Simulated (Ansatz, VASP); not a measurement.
PdC: VASP beside Ansatz

```xyz
4
Lattice="2.4113 -3.7214 0.0000 2.4113 3.7214 0.0000 0.0000 0.0000 2.5871" Properties=species:S:1:pos:R:3 pbc="T T T"
Pd    2.4113   -2.3294    1.9404
Pd    2.4113    2.3294    0.6468
C     2.4113   -0.3098    1.9404
C     2.4113    0.3098    0.6468
```

Alike in both runs: functional PBE; k mesh 12 × 12 × 18; occupations gaussian, width 0.1 eV; no spin polarisation.

Ansatz relaxed the structure, and its values are those at the end. VASP's run is a single point on that final structure, the one shown.

```csv
,VASP,Ansatz
version,VASP 6.6.1,Ansatz 0.2.0
potentials or method,"VASP PAW PBE potentials, release 64 (Pd_sv_GW, C), cutoff 700 eV","scalar-relativistic, plane waves, PAW"
valence electrons in the cell,44,44
```

|  | VASP | Ansatz | Ansatz less VASP |
| --- | --- | --- | --- |
| gap on the k mesh at the Fermi level (eV) | none | none | - |
| pressure (GPa) | -0.1 | 0.0 | +0.08 |
| rms of the force components (eV/Å) | 0.005 | 0.001 | -0.0046 |

A gap of «none» marks a metal or a gap that the smearing closes.
